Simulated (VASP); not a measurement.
# B2Se (P6_3mc) in VASP: a series of runs

B2Se is run at these levels: PBE; tasks: single point, relaxation of cell and atoms.

Program: VASP 6.6.1. These are calculated values, not measurements. Logs are shortened: lines on timing, memory, paths and dates and some standing lists are left out, and cuts for length are marked.

### 1 The cell of the first run

The structure is hexagonal, space group P6_3mc (No. 186). Conventional cell: a = 3.027 Å, b = 3.027 Å, c = 11.080 Å, α = 90.00°, β = 90.00°, γ = 120.00°. Within 2.3 Å of B (site symmetry 3m) lie 3 B at 1.75 Å and 1 Se at 1.96 Å. Within 2.3 Å of B (site symmetry 3m) lie 3 B at 1.75 Å. Within 2.6 Å of Se (site symmetry 3m) lie 1 B at 1.96 Å.

### 2 Single point, PBE

INCAR reads:

```
  PREC = Accurate
  ENCUT = 520
  EDIFF = 1E-6
  ISMEAR = 0
  SIGMA = 0.1
  LREAL = False
  LASPH = True
  NELM = 100
  ALGO = Normal
  ISIF = 2
  LWAVE = False
  LCHARG = False
  GGA = PE
  NBANDS = 21
```

KPOINTS reads:

```
regular mesh
0
Gamma
  12 12 4
```

POSCAR reads:

```
B2Se
1.0
    3.0272659339      0.0000000000      0.0000000000
   -1.5136329669      2.6216892028      0.0000000000
    0.0000000000      0.0000000000     11.0801824322
B Se
4 2
Direct
    0.3333333333      0.6666666667      0.1528233374
    0.6666666667      0.3333333333      0.6528233374
    0.0000000000      0.0000000000      0.1427810614
    0.0000000000      0.0000000000      0.6427810614
    0.3333333333      0.6666666667      0.3293956012
    0.6666666667      0.3333333333      0.8293956012
```

Potentials or basis: VASP PAW PBE potentials, release 64 (B, Se).

Run with:

```bash
$ cat potpaw_PBE.64/B/POTCAR potpaw_PBE.64/Se/POTCAR > POTCAR
$ mpirun -np 1 vasp_std > vasp.out
```

OUTCAR:

```text
PREC = Accurate
   ENCUT = 520
   EDIFF = 1E-6
   ISMEAR = 0
   LREAL = False
   LASPH = True
   NELM = 100
   ISIF = 2
   GGA = PE

 ion  position               nearest neighbor table
   1  0.333  0.667  0.153-   3 1.75   3 1.75   3 1.75   5 1.96
   2  0.667  0.333  0.653-   4 1.75   4 1.75   4 1.75   6 1.96
   3  0.000  0.000  0.143-   1 1.75   1 1.75   1 1.75
   4  0.000  0.000  0.643-   2 1.75   2 1.75   2 1.75
   5  0.333  0.667  0.329-   1 1.96
   6  0.667  0.333  0.829-   2 1.96

  LATTYP: Found a hexagonal cell.
 ALAT       =     3.0272659339
 C/A-ratio  =     3.6601285365

  Lattice vectors:

 A1 = (   3.0272659339,   0.0000000000,   0.0000000000)
 A2 = (  -1.5136329669,   2.6216892028,   0.0000000000)
 A3 = (   0.0000000000,   0.0000000000,  11.0801824322)

Analysis of symmetry for initial positions (statically):
=====================================================================
 Subroutine PRICEL returns:
 Original cell was already a primitive cell.

 Routine SETGRP: Setting up the symmetry group for a
 hexagonal supercell.

 Subroutine GETGRP returns: Found 12 space group operations
 (whereof  6 operations were pure point group operations)
 out of a pool of 24 trial point group operations.

The static configuration has the point symmetry C_3v.
 The point group associated with its full space group is C_6v.

Analysis of symmetry for dynamics (positions and initial velocities):
=====================================================================
 Subroutine PRICEL returns:
 Original cell was already a primitive cell.

 Routine SETGRP: Setting up the symmetry group for a
 hexagonal supercell.

 Subroutine GETGRP returns: Found 12 space group operations
 (whereof  6 operations were pure point group operations)
 out of a pool of 24 trial point group operations.

The dynamic configuration has the point symmetry C_3v.
 The point group associated with its full space group is C_6v.

 Subroutine INISYM returns: Found 12 space group operations
 (whereof  6 operations are pure point group operations),
 and found     1 'primitive' translations

----------------------------------------------------------------------------------------

                                     Primitive cell

  volume of cell :      87.9384

  direct lattice vectors                    reciprocal lattice vectors
     3.027265934  0.000000000  0.000000000     0.330331072  0.190716733  0.000000000
    -1.513632967  2.621689203  0.000000000     0.000000000  0.381433466  0.000000000
     0.000000000  0.000000000 11.080182432     0.000000000  0.000000000  0.090251222

  length of vectors
     3.027265934  3.027265934 11.080182432     0.381433466  0.381433466  0.090251222

  position of ions in fractional coordinates (direct lattice)
     0.333333333  0.666666667  0.152823337
     0.666666667  0.333333333  0.652823337
     0.000000000  0.000000000  0.142781061
     0.000000000  0.000000000  0.642781061
     0.333333333  0.666666667  0.329395601
     0.666666667  0.333333333  0.829395601

  ion indices of the primitive-cell ions
   primitive index   ion index
                 1           1
                 2           2
                 3           3
                 4           4
                 5           5
                 6           6

----------------------------------------------------------------------------------------

 KPOINTS: regular mesh

Automatic generation of k-mesh.
 Grid dimensions read from file:
 generate k-points for:   12   12    4

 Generating k-lattice:

  Cartesian coordinates                     Fractional coordinates (reciprocal lattice)
     0.027527589  0.015893061  0.000000000     0.083333333  0.000000000  0.000000000
     0.000000000  0.031786122  0.000000000     0.000000000  0.083333333  0.000000000
     0.000000000  0.000000000  0.022562805     0.000000000  0.000000000  0.250000000

  Length of vectors
     0.031786122  0.031786122  0.022562805

  Shift w.r.t. Gamma in fractional coordinates (k-lattice)
     0.000000000  0.000000000  0.000000000

 Subroutine IBZKPT returns following result:
 ===========================================

 Found     57 irreducible k-points:

 Following reciprocal coordinates:
            Coordinates               Weight
  0.000000  0.000000  0.000000      1.000000
  0.083333  0.000000  0.000000      6.000000
  0.166667  0.000000  0.000000      6.000000
  0.250000 -0.000000  0.000000      6.000000
  0.333333  0.000000  0.000000      6.000000
  0.416667 -0.000000  0.000000      6.000000
[... 16 lines left out ...]
  0.250000 -0.000000  0.250000     12.000000
  0.333333  0.000000  0.250000     12.000000
 [... further k-points ...]
   k-points           NKPTS =     57   k-points in BZ     NKDIM =     57   number of bands    NBANDS=     21
   number of dos      NEDOS =    301   number of ions     NIONS =      6
   total plane-waves  NPLWV =  48384
   dimension x,y,z NGX =    24 NGY =   24 NGZ =   84
   dimension x,y,z NGXF=    48 NGYF=   48 NGZF=  168
   ions per type =               4   2
   NGX,Y,Z   is equivalent  to a cutoff of  13.18, 13.18, 12.60 a.u.
   NGXF,Y,Z  is equivalent  to a cutoff of  26.36, 26.36, 25.21 a.u.
 SYSTEM =  unknown system
   PREC   = accura    normal or accurate (medium, high low for compatibility)
   ISTART =      0    job   : 0-new  1-cont  2-samecut
   ICHARG =      2    charge: 1-file 2-atom 10-const
   ISPIN  =      1    spin polarized calculation?
   LNONCOLLINEAR =      F non collinear calculations
   LSORBIT =      F    spin-orbit coupling
   LASPH  =      T    aspherical Exc in radial PAW
   ENCUT  =  520.0 eV  38.22 Ry    6.18 a.u.   5.63  5.63 20.60*2*pi/ulx,y,z
   NELM   =    100;   NELMIN=  2; NELMDL= -5     # of ELM steps
   EDIFF  = 0.1E-05   stopping-criterion for ELM
   LREAL  =      F    real-space projection
   EDIFFG = 0.1E-04   stopping-criterion for IOM
   NSW    =      0    number of steps for IOM
   IBRION =     -1    ionic relax: 0-MD 1-quasi-New 2-CG
   NFREE  =      0    steps in history (QN), initial steepest desc. (CG)
   ISIF   =      2    stress and relaxation
   ISYM   =      2    0-nonsym 1-usesym 2-fastsym
   POTIM  = 0.5000    time-step for ionic-motion
   TEBEG  =    0.0;   TEEND  =   0.0 temperature during run
   PSTRESS=    0.0 pullay stress
   NELECT =      24.0000    total number of electrons
   NUPDOWN=      -1.0000    fix difference up-down
   EMIN   =  10.00;   EMAX   =-10.00  energy-range for DOS
   EFERMI =   0.00;   METHOD = LEGACY
   ISMEAR =     0;   SIGMA  =   0.10  broadening in eV -4-tet -1-fermi 0-gaus
   EFERMI_NEDOS =   21; number of points for ismear=-14 and -15
   IALGO  =     38    algorithm
   IMIX   =      4    mixing-type and parameters
     AMIX     =   0.40;   BMIX     =  1.00
     AMIX_MAG =   1.60;   BMIX_MAG =  1.00
  volume/ion in A,a.u.               =      14.66        98.91
  Fermi-wavevector in a.u.,A,eV,Ry     =   1.061905  2.006710 15.342505  1.127642
  Thomas-Fermi vector in A             =   2.197337
   LORBIT       =      0    0 simple, 1 ext, 2 COOP (PROOUT), +10 PAW based schemes
   GGA     = PE    functional components
   LHFCALC =     F    Hartree Fock is set to
   AEXX    =    0.0000 exact exchange contribution
   IVDW    =     0    specifies the selected vdW correction
   LEPSILON=     F    determine dielectric tensor
   LRPA    =     F    only Hartree local field effects (RPA)
 non-spin polarized calculation
 Gauss-broadening in eV      SIGMA  =   0.10
  energy-cutoff  :      520.00
  volume of cell :       87.94
 maximum number of plane-waves:      2405
 NGX is ok and might be reduce to    24
   NGX = 11   NGY = 11   NGZ = 41

 number of electron      24.0000002 magnetization

 Free energy of the ion-electron system (eV)
  ---------------------------------------------------
  ext. energy  EPLUGINS =         0.00000000
  ---------------------------------------------------
  free energy    TOTEN  =       -30.42294653 eV

  energy without entropy =      -30.41935633  energy(sigma->0) =      -30.42115143

 E-fermi :   3.2785     XC(G=0):  -9.7140

 val. band max:        3.1346932987   @ k =   0.0833   0.0000   0.0000
 cond. band min:       3.3240644162   @ k =   0.2500   0.1667   0.0000
 fundamental gap:      0.1893711175
 Fermi energy:         3.2784973056

 k-point     1 :       0.0000    0.0000    0.0000
  band No.  band energies     occupation
      1     -12.5035      2.00000
      2     -12.4592      2.00000
      3      -6.8851      2.00000
      4      -6.4097      2.00000
      5      -2.1156      2.00000
      6      -0.5989      2.00000
[... 13 lines left out ...]
     20      11.6814      0.00000
     21      11.7772      0.00000

 k-point     2 :       0.0833    0.0000    0.0000
  band No.  band energies     occupation
      1     -12.3868      2.00000
      2     -12.3429      2.00000
      3      -6.7711      2.00000
      4      -6.3008      2.00000
      5      -2.0034      2.00000
      6      -0.5080      2.00000
[... 13 lines left out ...]
     20      11.6947      0.00000
     21      12.1337      0.00000

 k-point     3 :       0.1667    0.0000    0.0000
  band No.  band energies     occupation
      1     -12.0441      2.00000
      2     -12.0014      2.00000
      3      -6.4327      2.00000
      4      -5.9785      2.00000
      5      -1.6869      2.00000
      6      -0.2808      2.00000
[... 13 lines left out ...]
     20      11.7502      0.00000
     21      13.3351      0.00000
[... 457 lines left out ...]
 k-point    23 :       0.2500   -0.0000    0.2500
  band No.  band energies     occupation
      1     -11.4967      2.00000
      2     -11.4685      2.00000
      3      -5.8281      2.00000
      4      -5.5312      2.00000
      5      -1.2126      2.00000
      6      -0.6980      2.00000
[... 13 lines left out ...]
     20      11.0610      0.00000
     21      13.3203      0.00000

 k-point    24 :       0.3333    0.0000    0.2500
  band No.  band energies     occupation
      1     -10.8237      2.00000
      2     -10.7994      2.00000
      3      -5.1164      2.00000
      4      -4.8680      2.00000
      5      -2.1676      2.00000
      6      -2.1425      2.00000
[... 13 lines left out ...]
     20      10.3956      0.00000
     21      12.7910      0.00000

 [... further k-points ...]
[... 5 lines left out ...]
  --------------------------------------------------------------------------------------
  -------------------------------------------------------------------------------------
  Total        0.0256202      0.0256202      0.1277241      0.0000000      0.0000000      0.0000000
  in kB        0.4667815      0.4667815      2.3270442      0.0000000      0.0000000      0.0000000
  external PRESSURE =       1.0868691 kB  Pullay stress =       0.0000000 kB

 VOLUME and BASIS-vectors are now :
 -----------------------------------------------------------------------------
  energy-cutoff  :      520.00
  volume of cell :       87.94
      direct lattice vectors                 reciprocal lattice vectors
     3.027265934  0.000000000  0.000000000     0.330331072  0.190716733  0.000000000
    -1.513632967  2.621689203  0.000000000     0.000000000  0.381433466  0.000000000
     0.000000000  0.000000000 11.080182432     0.000000000  0.000000000  0.090251222

 POSITION                                       TOTAL-FORCE (eV/Angst)
 -----------------------------------------------------------------------------------
     -0.00000      1.74779      1.69331         0.000000     -0.000000     -0.031502
      1.51363      0.87390      7.23340        -0.000000      0.000000     -0.031502
      0.00000      0.00000      1.58204         0.000000     -0.000000     -0.000391
      0.00000      0.00000      7.12213        -0.000000     -0.000000     -0.000391
     -0.00000      1.74779      3.64976        -0.000000     -0.000000      0.031893
      1.51363      0.87390      9.18985         0.000000      0.000000      0.031893
 -----------------------------------------------------------------------------------
    total drift:                               -0.000000     -0.000000      0.000169

  FREE ENERGIE OF THE ION-ELECTRON SYSTEM (eV)
  ---------------------------------------------------
  free  energy   TOTEN  =       -30.4229465337 eV

  energy  without entropy=      -30.4193563277  energy(sigma->0) =      -30.42115143
```

It took 47 s on 1 thread of Intel Xeon 6975P-C (Granite Rapids), shared host; peak memory 0.25 GiB.

What came out:

```yaml
Free_energy: -30.4229 eV
Pressure: 0.1 GPa
Largest_force: 0.032 eV/Å
Band_gap_on_the_k_mesh: zero (bands 12 and 13 overlap by 4.61 eV)
```

Forces in eV/Å, atoms in the order of the input:
```
B    0.000  0.000 -0.032
B    0.000  0.000 -0.032
B    0.000  0.000  0.000
B    0.000  0.000  0.000
Se   0.000  0.000  0.032
Se   0.000  0.000  0.032
```

Stress tensor (GPa, compression positive):
```
0.05 0.00 0.00
0.00 0.05 0.00
0.00 0.00 0.23
```

Levels at points of the mesh, in eV from the Fermi level:
| k point | band 9 | band 10 | band 11 | band 12 | band 13 | band 14 | band 15 | band 16 |
| --- | --- | --- | --- | --- | --- | --- | --- | --- |
| (0.00, 0.00, 0.00) | 0.57 | 0.57 | 0.99 | 3.18 | 3.18 | 3.20 | 3.20 | 3.97 |
| (0.50, 0.00, 0.00) | -2.07 | -1.87 | -1.81 | -1.76 | 1.20 | 1.35 | 2.33 | 2.78 |
| (0.00, 0.00, 0.50) | 0.57 | 0.57 | 2.36 | 2.36 | 3.19 | 3.19 | 3.19 | 3.19 |
| (0.50, 0.00, 0.50) | -1.85 | -1.85 | -1.84 | -1.84 | 1.28 | 1.28 | 2.41 | 2.41 |

Caveat: this functional lacks dispersion, which binds the layers, so the pressure and a relaxed spacing across them are unreliable.

(Continued in part 2 of 2.)
